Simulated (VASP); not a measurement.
Here is a VASP 6.6.1 calculation.

INCAR

```
PREC     = Accurate       # precision mode
ENCUT    = 520            # plane-wave cutoff, eV
EDIFF    = 1E-6           # SCF threshold, eV
ISMEAR   = 0              # smearing method
SIGMA    = 0.05           # smearing width, eV
LREAL    = F              # projectors in reciprocal space
LASPH    = T              # aspherical terms in the spheres
NELM     = 60             # most SCF steps
ALGO     = Normal         # electronic algorithm
ISIF     = 2              # what is computed and relaxed
LWAVE    = F              # write WAVECAR
LCHARG   = T              # write CHGCAR
GGA      = PE             # functional
LELF     = T              # ELF
LVHAR    = T            
NBANDS   = 24             # bands
```

KPOINTS

```
Automatic mesh
0
Gamma
  9 9 4
```

The input POSCAR:

```
SrO
1.0
    3.5472592105      0.0000000000      0.0000000000
   -1.7736296053      3.0720165901      0.0000000000
    0.0000000000      0.0000000000      6.1908078759
Sr O
2 2
Direct
    0.3333333333      0.6666666667      0.2534631737
    0.6666666667      0.3333333333      0.7534631737
    0.0000000000      0.0000000000     -0.0189663906
    0.0000000000      0.0000000000      0.4810336094
```

Potentials or basis: VASP PAW PBE potentials, release 64 (Sr_sv, O).

Command:

```sh
$ cat potpaw_PBE.64/Sr_sv/POTCAR potpaw_PBE.64/O/POTCAR > POTCAR
$ mpirun -np 1 vasp_std > vasp.out
```

**Question.** Estimate the band gap on the k mesh.

**Answer.** 3.20 eV, direct.

**Question.** Estimate the largest force.

**Answer.** 0.354 eV/Å.

Stress tensor (GPa, compression positive):
```
3.26 0.00 0.00
0.00 3.26 0.00
0.00 0.00 3.55
```

A k mesh can miss the band edges.
